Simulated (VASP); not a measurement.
A run of VASP 6.6.1 is set up as follows.

The input INCAR:

```
ALGO = Normal
EDIFF = 1E-6
ENCUT = 520
GGA = PE
ISIF = 2
ISMEAR = 0
LASPH = True
LCHARG = True
LELF = True
LREAL = False
LVHAR = True
LWAVE = False
NBANDS = 36
NELM = 100
PREC = Accurate
SIGMA = 0.1
```

The input KPOINTS:

```
k-points
0
Gamma
  4 4 2
```

POSCAR

```
LaSc2As4
1.0
    6.1738153876      0.0000000000      0.0000000000
    0.0000000000      6.1738153876      0.0000000000
    0.0000000000      0.0000000000      3.9904878714
La Sc As
1 2 4
Direct
    0.0000000000      0.0000000000      0.8781076987
    0.0000000000      0.5000000000     -0.1219662061
    0.5000000000      0.0000000000     -0.1219662061
    0.2723628715      0.7276031039      0.3780525184
    0.7276371285      0.2723968961      0.3780525184
    0.2723968961      0.2723628715      0.3780525184
    0.7276031039      0.7276371285      0.3780525184
```

Potentials or basis: VASP PAW PBE potentials, release 64 (La, Sc_sv, As).

The run is started by

```console
$ cat potpaw_PBE.64/La/POTCAR potpaw_PBE.64/Sc_sv/POTCAR potpaw_PBE.64/As/POTCAR > POTCAR
$ mpirun -np 1 vasp_std > vasp.out
```

Q: Estimate the pressure.

A: 0.2 GPa.

Q: Estimate the largest force.

A: 0.019 eV/Å.

Stress tensor (GPa, compression positive):
```
0.30 0.00 0.00
0.00 0.30 0.00
0.00 0.00 0.08
```

Caveat: the k points lie up to 0.79 Å⁻¹ apart.
